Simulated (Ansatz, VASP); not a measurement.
## Two plane-wave programs on Sb

INCAR

```
SYSTEM = Sb
PREC = Accurate
ENCUT = 520
EDIFF = 1E-7
ISMEAR = 0
SIGMA = 0.15
LREAL = .False.
LASPH = .True.
NELM = 60
ALGO = Normal
ISIF = 2
LWAVE = .False.
LCHARG = .False.
GGA = PS
NBANDS = 12
```

KPOINTS

```
regular mesh
0
Gamma
  12 12 12
  0 0 0
```

The input POSCAR:

```
Sb
1.0
    2.1828593370      1.2602744258      3.6878400000
   -2.1828593370      1.2602744258      3.6878400000
    0.0000000000     -2.5205488516      3.6878400000
Sb
2
Direct
    0.2336400000      0.2336400000      0.2336400000
    0.7663600000      0.7663600000      0.7663600000
```

Input for Ansatz:

```yaml
crystal:
  lattice:
    - [2.182859337, 1.2602744258, 3.68784]
    - [-2.182859337, 1.2602744258, 3.68784]
    - [0.0, -2.5205488516, 3.68784]
  atoms:
    - { symbol: Sb, position: [0.23364, 0.23364, 0.23364] }
    - { symbol: Sb, position: [0.76636, 0.76636, 0.76636] }
basis:
  ecutwfc: 420
kpoints:
  mp_grid: { grid: [12, 12, 12] }
hamiltonian:
  xc: pbesol
scf:
  occupations: { method: gaussian, width: 0.15 }
output:
  forces: true
  stress: true
  eigenvalues: true
```

Change from the starting cell: strain +0.015 along x and y, -0.015 along z, atoms carried along.

Alike in both runs: task single point; functional PBEsol; k mesh 12 × 12 × 12; occupations gaussian, width 0.15 eV; no spin polarisation.

```csv
,VASP,Ansatz
version,VASP 6.6.1,Ansatz 0.2.0
potentials or method,"VASP PAW PBE potentials, release 64 (Sb), cutoff 520 eV","scalar-relativistic, plane waves, PAW"
valence electrons in the cell,10,30
```

|  | VASP | Ansatz | Ansatz less VASP |
| --- | --- | --- | --- |
| gap on the k mesh at the Fermi level (eV) | none | none | - |
| pressure (GPa) | -0.5 | -0.7 | -0.17 |
| traceless stress, the component that is largest in VASP (GPa) | 0.55 | 0.61 | +0.056 |
| rms of the force components (eV/Å) | 0.107 | 0.078 | -0.0288 |

VASP's potentials were made for PBE, not for PBEsol. Atom by atom the forces differ by 0.029 eV/Å (rms over components). A gap of «none» marks a metal or a gap that the smearing closes. With one functional, cell and mesh, what is left measures potentials, basis and numerics. VASP's potentials hold 10 valence electrons a cell and Ansatz's 30, so a difference there can come from the potentials and not from the codes.

Spin-orbit coupling is off throughout.
